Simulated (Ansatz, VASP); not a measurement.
# One calculation of Sb, two programs

INCAR

```
PREC = Accurate
ENCUT = 520
EDIFF = 1E-7
ISMEAR = -1
SIGMA = 0.05
LREAL = False
LASPH = True
NELM = 60
ALGO = Normal
ISIF = 2
LWAVE = False
LCHARG = False
GGA = PE
NBANDS = 12
```

Contents of KPOINTS:

```
regular mesh
0
Gamma
  9 9 9
```

File POSCAR:

```
Sb
1.0
    2.1088371267      1.2175376828      3.8937600000
   -2.1088371267      1.2175376828      3.8937600000
    0.0000000000     -2.4350753655      3.8937600000
Sb
2
Direct
    0.2336400000      0.2336400000      0.2336400000
    0.7663600000      0.7663600000      0.7663600000
```

Input for Ansatz:

```yaml
crystal:
  lattice:
    - [2.1088371267, 1.2175376828, 3.89376]
    - [-2.1088371267, 1.2175376828, 3.89376]
    - [0.0, -2.4350753655, 3.89376]
  atoms:
    - { symbol: Sb, position: [0.23364, 0.23364, 0.23364] }
    - { symbol: Sb, position: [0.76636, 0.76636, 0.76636] }
kpoints:
  mp_grid: { grid: [9, 9, 9] }
scf:
  occupations: { method: fermi_dirac, width: 0.05 }
hamiltonian:
  xc: pbe
  pseudopotentials: { kind: all_electron, lapw: { basis_error: 0.0005 } }
output:
  forces: true
  stress: true
  eigenvalues: true
```

Change from the starting cell: z stretched by +4 % at fixed volume.

Alike in both runs: task single point; functional PBE; k mesh 9 × 9 × 9; occupations fermi-dirac, width 0.05 eV; no spin polarisation.

```csv
,VASP,Ansatz
version,VASP 6.6.1,Ansatz 0.2.0
potentials or method,"VASP PAW PBE potentials, release 64 (Sb), cutoff 520 eV","all-electron LAPW, scalar-relativistic"
```

|  | VASP | Ansatz | Ansatz less VASP |
| --- | --- | --- | --- |
| pressure (GPa) | 3.5 | 3.4 | -0.09 |
| traceless stress, the component that is largest in VASP (GPa) | -1.48 | -1.44 | +0.034 |
| rms of the force components (eV/Å) | 0.122 | 0.093 | -0.0292 |

Atom by atom the forces differ by 0.029 eV/Å (rms over components). Ansatz ran all-electron here, and VASP with PAW potentials.

Neither program's run includes spin-orbit coupling.
